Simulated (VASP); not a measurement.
Set up this calculation in VASP 6.6.1, as the native input.

```yaml
Task: relaxation of shape and atoms at fixed volume
Functional: PBE
Potentials_or_basis: VASP PAW PBE potentials, release 64 (Mg, Cd, S)
Cutoff: 600 eV
k_mesh: 8 × 8 × 4
Occupations: gaussian, width 0.02 eV
Spin: no spin polarisation
Dipole_correction: no
Further_INCAR_settings: ALGO = Normal; EDIFF = 1e-06; IBRION = 2; EDIFFG = -0.01; NSW = 50; ISIF = 4
```

The structure of Mg3CdS4 lies in POSCAR:

```
Mg3CdS4
1.0
    3.6759512132      0.0000000000      0.0000000000
    0.0000000000      3.6759512132      0.0000000000
    0.0000000000      0.0000000000     10.4138046983
Mg Cd S
3 1 4
Direct
    0.0000000000      0.0000000000      0.7458355682
    0.0000000000      0.0000000000      0.2541644318
    0.5000000000      0.5000000000      0.5000000000
    0.5000000000      0.5000000000      0.0000000000
    0.0000000000      0.0000000000      0.0000000000
    0.5000000000      0.5000000000      0.2568429794
    0.0000000000      0.0000000000      0.5000000000
    0.5000000000      0.5000000000      0.7431570206
```

This cell differs from its parent crystal: volume scaled by 0.94.

One way to write it, as run:

INCAR

```
SYSTEM = Mg3CdS4
  PREC = Accurate
  ENCUT = 600
  EDIFF = 1E-6
  ISMEAR = 0
  SIGMA = 0.02
  LREAL = .False.
  LASPH = .True.
  NELM = 60
  ALGO = Normal
  ISIF = 4
  LWAVE = .False.
  LCHARG = .False.
  GGA = PE
  IBRION = 2
  NSW = 50
  EDIFFG = -0.01
```

KPOINTS

```
Automatic mesh
0
Gamma
  8 8 4
  0 0 0
```

Potentials or basis: VASP PAW PBE potentials, release 64 (Mg, Cd, S).

Launch:

```sh
$ cat potpaw_PBE.64/Mg/POTCAR potpaw_PBE.64/Cd/POTCAR potpaw_PBE.64/S/POTCAR > POTCAR
$ mpirun -np 1 vasp_std > vasp.out
```

Results of the run:

```json
{"Energy gained by relaxing": "0.0 meV/atom", "Ionic steps": "3", "Pressure after relaxing": "5.2 GPa", "Band gap on the k mesh": "1.07 eV, indirect (least direct gap 2.01 eV)"}
```

Run time: 3.2 min on 1 thread of AMD EPYC 9R45 96-Core Processor (Zen 5), on a shared host, peak memory 0.37 GiB.
